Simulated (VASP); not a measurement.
# Si (a cell with a defect) in VASP: relaxation of the atoms with PBEsol

Aim: the relaxation of the atoms of Si (a cell with a defect) with PBEsol.

All numbers are computed with VASP 6.6.1; they aren't measurements. Logs are shortened: lines on timing, memory, paths and dates and some standing lists are left out, and cuts for length are marked.

## Step 1: The cell of the first run

The cell holds a defect, 17 atoms: a = 7.679 Å, b = 7.679 Å, c = 7.679 Å, α = 60.00°, β = 60.00°, γ = 60.00°.

## Step 2: Relaxation of the atoms, PBEsol

Input file INCAR:

```
  PREC = Accurate
  ENCUT = 520
  EDIFF = 1E-7
  ISMEAR = 0
  SIGMA = 0.02
  LREAL = Auto
  LASPH = T
  NELM = 60
  ALGO = Normal
  ISIF = 2
  LWAVE = F
  LCHARG = F
  GGA = PS
  IBRION = 2
  NSW = 80
  EDIFFG = -0.03
```

Input file KPOINTS:

```
Automatic mesh
0
Gamma
  2 2 2
```

Input file POSCAR:

```
Si
1.0
    0.0000000000      5.4300000000      5.4300000000
    5.4300000000      0.0000000000      5.4300000000
    5.4300000000      5.4300000000      0.0000000000
Si
17
Direct
    0.0000000000      0.0000000000      0.0000000000
    0.1250000000      0.1250000000      0.1250000000
    0.0000000000      0.0000000000      0.5000000000
    0.1250000000      0.1250000000      0.6250000000
    0.0000000000      0.5000000000      0.0000000000
    0.1250000000      0.6250000000      0.1250000000
    0.0000000000      0.5000000000      0.5000000000
    0.1250000000      0.6250000000      0.6250000000
    0.5000000000      0.0000000000      0.0000000000
    0.6250000000      0.1250000000      0.1250000000
    0.5000000000      0.0000000000      0.5000000000
    0.6250000000      0.1250000000      0.6250000000
    0.5000000000      0.5000000000      0.0000000000
    0.6250000000      0.6250000000      0.1250000000
    0.5000000000      0.5000000000      0.5000000000
    0.6250000000      0.6250000000      0.6250000000
    0.7369045200      0.7572244500      0.7452586100
```

Potentials or basis: VASP PAW PBE potentials, release 64 (Si).

On the command line:

```bash
$ cat potpaw_PBE.64/Si/POTCAR > POTCAR
$ mpirun -np 1 vasp_std > vasp.out
```

OUTCAR:

```text
PREC = Accurate
   ENCUT = 520
   EDIFF = 1E-7
   ISMEAR = 0
   LREAL = Auto
   LASPH = T
   NELM = 60
   ISIF = 2
   GGA = PS
   IBRION = 2
   NSW = 80
   EDIFFG = -0.03

 ion  position               nearest neighbor table
   1  0.000  0.000  0.000-   2 2.35   4 2.35   6 2.35  10 2.35
   2  0.125  0.125  0.125-   1 2.35   3 2.35   5 2.35   9 2.35
   3  0.000  0.000  0.500-   2 2.35   4 2.35   8 2.35  12 2.35  17 2.75
   4  0.125  0.125  0.625-   1 2.35   3 2.35   7 2.35  11 2.35
   5  0.000  0.500  0.000-   2 2.35   6 2.35   8 2.35  14 2.35  17 2.81
   6  0.125  0.625  0.125-   1 2.35   5 2.35   7 2.35  13 2.35
   7  0.000  0.500  0.500-   4 2.35   6 2.35   8 2.35  16 2.35  17 2.73
   8  0.125  0.625  0.625-   3 2.35   5 2.35   7 2.35  15 2.35  17 2.43
   9  0.500  0.000  0.000-   2 2.35  10 2.35  12 2.35  14 2.35  17 2.70
  10  0.625  0.125  0.125-   1 2.35   9 2.35  11 2.35  13 2.35
  11  0.500  0.000  0.500-   4 2.35  10 2.35  12 2.35  16 2.35  17 2.62
  12  0.625  0.125  0.625-  17 2.31   9 2.35  11 2.35  15 2.35   3 2.35
  13  0.500  0.500  0.000-   6 2.35  10 2.35  14 2.35  16 2.35  17 2.68
  14  0.625  0.625  0.125-   5 2.35   9 2.35  13 2.35  15 2.35  17 2.38
  15  0.500  0.500  0.500-   8 2.35  12 2.35  14 2.35  16 2.35
  16  0.625  0.625  0.625-  17 2.29  11 2.35  13 2.35  15 2.35   7 2.35
  17  0.737  0.757  0.745-  16 2.29  12 2.31  14 2.38   8 2.43  11 2.62  13 2.68   9 2.70   7 2.73
                             3 2.75   5 2.81

  LATTYP: Found a face centered cubic cell.
 ALAT       =    10.8600000000

  Lattice vectors:

 A1 = (   0.0000000000,   5.4300000000,   5.4300000000)
 A2 = (   5.4300000000,   0.0000000000,   5.4300000000)
 A3 = (   5.4300000000,   5.4300000000,   0.0000000000)

Analysis of symmetry for initial positions (statically):
=====================================================================
 Subroutine PRICEL returns:
 Original cell was already a primitive cell.

 Routine SETGRP: Setting up the symmetry group for a
 face centered cubic supercell.

 Subroutine GETGRP returns: Found  1 space group operations
 (whereof  1 operations were pure point group operations)
 out of a pool of 48 trial point group operations.

The static configuration has the point symmetry C_1 .

Analysis of symmetry for dynamics (positions and initial velocities):
=====================================================================
 Subroutine PRICEL returns:
 Original cell was already a primitive cell.

 Routine SETGRP: Setting up the symmetry group for a
 face centered cubic supercell.

 Subroutine GETGRP returns: Found  1 space group operations
 (whereof  1 operations were pure point group operations)
 out of a pool of 48 trial point group operations.

The dynamic configuration has the point symmetry C_1 .

 Subroutine INISYM returns: Found  1 space group operations
 (whereof  1 operations are pure point group operations),
 and found     1 'primitive' translations

----------------------------------------------------------------------------------------

                                     Primitive cell

  volume of cell :     320.2060

  direct lattice vectors                    reciprocal lattice vectors
     0.000000000  5.430000000  5.430000000    -0.092081031  0.092081031  0.092081031
     5.430000000  0.000000000  5.430000000     0.092081031 -0.092081031  0.092081031
     5.430000000  5.430000000  0.000000000     0.092081031  0.092081031 -0.092081031

  length of vectors
     7.679179644  7.679179644  7.679179644     0.159489025  0.159489025  0.159489025

  position of ions in fractional coordinates (direct lattice)
     0.000000000  0.000000000  0.000000000
     0.125000000  0.125000000  0.125000000
     0.000000000  0.000000000  0.500000000
     0.125000000  0.125000000  0.625000000
     0.000000000  0.500000000  0.000000000
     0.125000000  0.625000000  0.125000000
[... 9 lines left out ...]
     0.625000000  0.625000000  0.625000000
     0.736904520  0.757224450  0.745258610

  ion indices of the primitive-cell ions
   primitive index   ion index
                 1           1
                 2           2
                 3           3
                 4           4
                 5           5
                 6           6
[... 9 lines left out ...]
                16          16
                17          17

----------------------------------------------------------------------------------------

 KPOINTS: Automatic mesh

Automatic generation of k-mesh.
 Grid dimensions read from file:
 generate k-points for:    2    2    2

 Generating k-lattice:

  Cartesian coordinates                     Fractional coordinates (reciprocal lattice)
    -0.046040516  0.046040516  0.046040516     0.500000000  0.000000000  0.000000000
     0.046040516 -0.046040516  0.046040516     0.000000000  0.500000000  0.000000000
     0.046040516  0.046040516 -0.046040516     0.000000000  0.000000000  0.500000000

  Length of vectors
     0.079744512  0.079744512  0.079744512

  Shift w.r.t. Gamma in fractional coordinates (k-lattice)
     0.000000000  0.000000000  0.000000000

 Subroutine IBZKPT returns following result:
 ===========================================

 Found      8 irreducible k-points:

 Following reciprocal coordinates:
            Coordinates               Weight
  0.000000  0.000000  0.000000      1.000000
  0.500000  0.000000  0.000000      1.000000
  0.000000  0.500000  0.000000      1.000000
  0.000000  0.000000  0.500000      1.000000
  0.500000  0.500000  0.500000      1.000000
  0.500000  0.500000  0.000000      1.000000
  0.000000  0.500000  0.500000      1.000000
  0.500000  0.000000  0.500000      1.000000
   k-points           NKPTS =      8   k-points in BZ     NKDIM =      8   number of bands    NBANDS=     43
   number of dos      NEDOS =    301   number of ions     NIONS =     17
   total plane-waves  NPLWV = 216000
   dimension x,y,z NGX =    60 NGY =   60 NGZ =   60
   dimension x,y,z NGXF=   120 NGYF=  120 NGZF=  120
   ions per type =              17
   NGX,Y,Z   is equivalent  to a cutoff of  12.99, 12.99, 12.99 a.u.
   NGXF,Y,Z  is equivalent  to a cutoff of  25.98, 25.98, 25.98 a.u.
 SYSTEM =  unknown system
   PREC   = accura    normal or accurate (medium, high low for compatibility)
   ISTART =      0    job   : 0-new  1-cont  2-samecut
   ICHARG =      2    charge: 1-file 2-atom 10-const
   ISPIN  =      1    spin polarized calculation?
   LNONCOLLINEAR =      F non collinear calculations
   LSORBIT =      F    spin-orbit coupling
   LASPH  =      T    aspherical Exc in radial PAW
   ENCUT  =  520.0 eV  38.22 Ry    6.18 a.u.  14.28 14.28 14.28*2*pi/ulx,y,z
   NELM   =     60;   NELMIN=  2; NELMDL= -5     # of ELM steps
   EDIFF  = 0.1E-06   stopping-criterion for ELM
   LREAL  =      T    real-space projection
   EDIFFG = -.3E-01   stopping-criterion for IOM
   NSW    =     80    number of steps for IOM
   IBRION =      2    ionic relax: 0-MD 1-quasi-New 2-CG
   NFREE  =      1    steps in history (QN), initial steepest desc. (CG)
   ISIF   =      2    stress and relaxation
   ISYM   =      2    0-nonsym 1-usesym 2-fastsym
   POTIM  = 0.5000    time-step for ionic-motion
   TEBEG  =    0.0;   TEEND  =   0.0 temperature during run
   PSTRESS=    0.0 pullay stress
   NELECT =      68.0000    total number of electrons
   NUPDOWN=      -1.0000    fix difference up-down
   EMIN   =  10.00;   EMAX   =-10.00  energy-range for DOS
   EFERMI =   0.00;   METHOD = LEGACY
   ISMEAR =     0;   SIGMA  =   0.02  broadening in eV -4-tet -1-fermi 0-gaus
   EFERMI_NEDOS =   21; number of points for ismear=-14 and -15
   IALGO  =     38    algorithm
   IMIX   =      4    mixing-type and parameters
     AMIX     =   0.40;   BMIX     =  1.00
     AMIX_MAG =   1.60;   BMIX_MAG =  1.00
  volume/ion in A,a.u.               =      18.84       127.11
  Fermi-wavevector in a.u.,A,eV,Ry     =   0.976715  1.845724 12.979587  0.953973
  Thomas-Fermi vector in A             =   2.107356
   LORBIT       =      0    0 simple, 1 ext, 2 COOP (PROOUT), +10 PAW based schemes
   GGA     = PS    functional components
   LHFCALC =     F    Hartree Fock is set to
   AEXX    =    0.0000 exact exchange contribution
   IVDW    =     0    specifies the selected vdW correction
   LEPSILON=     F    determine dielectric tensor
   LRPA    =     F    only Hartree local field effects (RPA)
 conjugate gradient relaxation of ions
 non-spin polarized calculation
 Gauss-broadening in eV      SIGMA  =   0.02
  energy-cutoff  :      520.00
  volume of cell :      320.21
 maximum number of plane-waves:      8646
 NGX is ok and might be reduce to    60
   NGX = 29   NGY = 29   NGZ = 29

--------------------------------------- Ionic step        1  -------------------------------------------

 number of electron      68.0000003 magnetization

 Free energy of the ion-electron system (eV)
  ---------------------------------------------------
  ext. energy  EPLUGINS =         0.00000000
  ---------------------------------------------------
  free energy    TOTEN  =       -93.75768300 eV

  energy without entropy =      -93.75396349  energy(sigma->0) =      -93.75582325

------------------------ aborting loop because EDIFF is reached ----------------------------------------

  FORCE on cell =-STRESS in cart. coord.  units (eV):
  Direction    XX          YY          ZZ          XY          YZ          ZX
  --------------------------------------------------------------------------------------
  -------------------------------------------------------------------------------------
  Total        7.9612600      8.2063033      7.9883935      0.3890454     -0.1255178      1.2103780
  in kB       39.8348242     41.0609186     39.9705888      1.9466211     -0.6280385      6.0562268
  external PRESSURE =      40.2887772 kB  Pullay stress =       0.0000000 kB
[... 342 lines left out ...]
  energy  without entropy=      -93.9165175172  energy(sigma->0) =      -93.91849449

--------------------------------------- Ionic step        8  -------------------------------------------

 number of electron      68.0000000 magnetization

 Free energy of the ion-electron system (eV)
  ---------------------------------------------------
  ext. energy  EPLUGINS =         0.00000000
  ---------------------------------------------------
  free energy    TOTEN  =       -93.92088487 eV

  energy without entropy =      -93.91692813  energy(sigma->0) =      -93.91890650

 E-fermi :   6.8061     XC(G=0):  -9.8056

 val. band max:        6.5757999412   @ k =   0.0000   0.0000   0.0000
 cond. band min:       6.8121039612   @ k =   0.0000   0.5000   0.5000
 fundamental gap:      0.2363040199
 Fermi energy:         6.8060656063

 k-point     1 :       0.0000    0.0000    0.0000
  band No.  band energies     occupation
      1      -6.3873      2.00000
      2      -3.8297      2.00000
      3      -3.6847      2.00000
      4      -3.6821      2.00000
      5      -3.6797      2.00000
      6      -2.8673      2.00000
[... 401 lines left out ...]
  FREE ENERGIE OF THE ION-ELECTRON SYSTEM (eV)
  ---------------------------------------------------
  free  energy   TOTEN  =       -93.9208848699 eV

  energy  without entropy=      -93.9169281260  energy(sigma->0) =      -93.91890650

 reached required accuracy - stopping structural energy minimisation
```

Run time: 11 min. Hardware: 1 thread of Oxide Virtual Turin-like, shared host; peak memory 0.5 GiB.

What came out:

* Free energy: -93.9209 eV
* Energy gained by relaxing: 9.6 meV/atom
* Ionic steps: 8
* Pressure after relaxing: 3.5 GPa
* Largest force after relaxing: 0.029 eV/Å
* Band gap on the k mesh: zero (bands 34 and 35 overlap by 0.25 eV)

Forces in eV/Å, atoms in the order of the input:
```
Si   0.000 -0.006 -0.002
Si   0.001  0.004  0.003
Si   0.010 -0.008 -0.010
Si  -0.003  0.000  0.003
Si   0.004 -0.013 -0.004
Si  -0.002  0.004  0.000
Si   0.009 -0.008 -0.010
Si  -0.020  0.011  0.019
Si  -0.010 -0.003  0.006
Si   0.003 -0.002 -0.003
Si  -0.002  0.006  0.000
Si  -0.001 -0.009 -0.008
Si  -0.006 -0.003  0.008
Si   0.013 -0.002 -0.014
Si  -0.001  0.014  0.005
Si   0.008 -0.007  0.001
Si  -0.003  0.020  0.006
```

Step by step:
```
step  energy change (eV)  largest force (eV/Å)  pressure (GPa)
   1              0.0000                1.3322            4.03
   2             -0.1529                0.2842            3.52
   3             -0.1531                0.2903            3.51
   4             -0.1604                0.1353            3.49
   5             -0.1606                0.1369            3.49
   6             -0.1624                0.0702            3.50
   7             -0.1628                0.0383            3.51
   8             -0.1632                0.0293            3.51
```

Final structure:
```yaml
crystal:
  lattice:
    - [0.00000, 5.43000, 5.43000]
    - [5.43000, 0.00000, 5.43000]
    - [5.43000, 5.43000, 0.00000]
  atoms:
    - { symbol: Si, position: [0.00020, 0.99989, 0.00006] }
    - { symbol: Si, position: [0.12446, 0.12470, 0.12456] }
    - { symbol: Si, position: [0.00244, 0.00355, 0.49698] }
    - { symbol: Si, position: [0.12436, 0.12457, 0.62645] }
    - { symbol: Si, position: [0.00268, 0.49710, 0.00310] }
    - { symbol: Si, position: [0.12445, 0.62629, 0.12454] }
    - { symbol: Si, position: [0.00237, 0.49700, 0.49696] }
    - { symbol: Si, position: [0.12817, 0.62398, 0.62383] }
    - { symbol: Si, position: [0.49689, 0.00342, 0.00273] }
    - { symbol: Si, position: [0.62659, 0.12450, 0.12438] }
    - { symbol: Si, position: [0.49682, 0.00306, 0.49684] }
    - { symbol: Si, position: [0.62229, 0.13299, 0.62232] }
    - { symbol: Si, position: [0.49688, 0.49695, 0.00263] }
    - { symbol: Si, position: [0.62314, 0.62331, 0.13020] }
    - { symbol: Si, position: [0.49679, 0.50177, 0.49886] }
    - { symbol: Si, position: [0.62208, 0.62211, 0.62208] }
    - { symbol: Si, position: [0.74628, 0.75205, 0.74875] }
```

Levels at points of the mesh, in eV from the Fermi level:
| k point | band 32 | band 33 | band 34 | band 35 | band 36 | band 37 |
| --- | --- | --- | --- | --- | --- | --- |
| (0.00, 0.00, 0.00) | -0.77 | -0.77 | -0.26 | -0.24 | -0.23 | 0.03 |
| (0.50, 0.00, 0.00) | -1.37 | -1.36 | -0.34 | 0.50 | 0.52 | 0.87 |
| (0.00, 0.50, 0.00) | -1.37 | -1.36 | -0.34 | 0.50 | 0.53 | 0.86 |
| (0.00, 0.00, 0.50) | -1.37 | -1.36 | -0.34 | 0.49 | 0.53 | 0.86 |
| (0.50, 0.50, 0.50) | -1.37 | -1.37 | -0.34 | 0.50 | 0.53 | 0.86 |
| (0.50, 0.50, 0.00) | -1.83 | -0.97 | 0.01 | 0.71 | 1.03 | 1.04 |
| (0.00, 0.50, 0.50) | -1.83 | -0.97 | 0.01 | 0.71 | 1.03 | 1.04 |
| (0.50, 0.00, 0.50) | -1.83 | -0.97 | 0.01 | 0.71 | 1.03 | 1.04 |

Caveat: the k points lie up to 0.50 Å⁻¹ apart; the PAW data sets were made with another functional, which shifts forces and pressure a little.
